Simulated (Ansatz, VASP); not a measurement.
Cr in VASP and in Ansatz

Contents of INCAR:

```
ALGO = Normal
EDIFF = 1E-7
ENCUT = 520
GGA = PE
ISIF = 2
ISMEAR = 0
ISPIN = 2
LASPH = T
LCHARG = F
LMAXMIX = 4
LORBIT = 11
LREAL = F
LWAVE = F
MAGMOM = 0.5
NBANDS = 16
NELM = 150
PREC = Accurate
SIGMA = 0.05
```

KPOINTS

```
k-points
0
Gamma
  20 20 20
```

POSCAR

```
Cr
1.0
   -1.4238017299      1.4238017299      1.4238017299
    1.4238017299     -1.4238017299      1.4238017299
    1.4238017299      1.4238017299     -1.4238017299
Cr
1
Direct
    0.0000000000      0.0000000000      0.0000000000
```

Input for Ansatz:

```yaml
crystal:
  lattice:
    - [-1.42380173, 1.42380173, 1.42380173]
    - [1.42380173, -1.42380173, 1.42380173]
    - [1.42380173, 1.42380173, -1.42380173]
  atoms:
    - { symbol: Cr, position: [0.0, 0.0, 0.0], spin: 0.5 }
basis:
  ecutwfc: 420
  ecutrho_ratio: 4
kpoints:
  mp_grid: { grid: [20, 20, 20] }
hamiltonian:
  xc: pbe
scf:
  occupations: { method: gaussian, width: 0.05 }
output:
  forces: true
  stress: true
  eigenvalues: true
  populations: true
magnetization:
  spin_polarized: true
```

Alike in both runs: task single point; functional PBE; k mesh 20 × 20 × 20; occupations gaussian, width 0.05 eV; collinear spin.

|  | VASP | Ansatz |
| --- | --- | --- |
| version | VASP 6.6.1 | Ansatz 0.2.0 |
| potentials or method | VASP PAW PBE potentials, release 64 (Cr_pv), cutoff 520 eV | scalar-relativistic, plane waves, PAW |
| valence electrons in the cell | 12 | 14 |

VASP gave:

- gap on the k mesh at the Fermi level (eV): none
- pressure (GPa): -0.5
- net moment per atom (μB): 0.00

Task: Estimate Ansatz's values.

Result: gap on the k mesh at the Fermi level (eV): none; pressure (GPa): 0.0; net moment per atom (μB): 0.00.

A gap of «none» marks a metal or a gap that the smearing closes. The functional is the same, so the differences come from potentials, cutoffs and numerics. VASP's potentials hold 12 valence electrons a cell and Ansatz's 14, so a difference there can come from the potentials and not from the codes. Ansatz's warnings: seeded moment not kept.
